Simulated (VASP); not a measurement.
Runs of VASP 6.6.1 on Ge. The structure is that of space group P6_3/mmc (No. 194), or close to it. The cells are those of the table. 

```tsv
cell	gap on the mesh (eV)	pressure (GPa)	largest force (eV/Å)
a = 3.998, b = 3.998, c = 6.599 Å, angles 90.0, 90.0, 120.0°, 4 atoms	0.17	-1.8	-
a = 4.095, b = 4.095, c = 6.760 Å, angles 90.0, 90.0, 120.0°, 4 atoms	none	-5.6	0.04
a = 4.127, b = 4.127, c = 6.812 Å, angles 90.0, 90.0, 120.0°, 4 atoms	none	-6.6	0.06
a = 3.964, b = 3.964, c = 6.544 Å, angles 90.0, 90.0, 120.0°, 4 atoms	-	-0.1	-
a = 3.930, b = 3.930, c = 6.488 Å, angles 90.0, 90.0, 120.0°, 4 atoms	none	1.8	0.01
a = 4.063, b = 4.063, c = 6.708 Å, angles 90.0, 90.0, 120.0°, 4 atoms	(b)	(d)	(a)
a = 4.031, b = 4.031, c = 6.654 Å, angles 90.0, 90.0, 120.0°, 4 atoms	0.10	(c)	0.01
a = 3.895, b = 3.895, c = 6.430 Å, angles 90.0, 90.0, 120.0°, 4 atoms	none	4.2	0.02
```

Alike in all rows: task single point; level LDA; potentials or basis VASP PAW LDA potentials, release 64 (Ge_d); no spin polarisation; k mesh 7 × 7 × 4; cutoff (eV) 520; smearing gaussian 0.1 eV.

Question: Fill in the values left out.

Answer: (a) 0.03; (b) 0.03; (c) -3.2; (d) -4.5.

A k mesh can miss the band edges, and the runs leave out spin-orbit coupling on Ge.

A gap of «none» marks levels without a gap at the run's occupations.
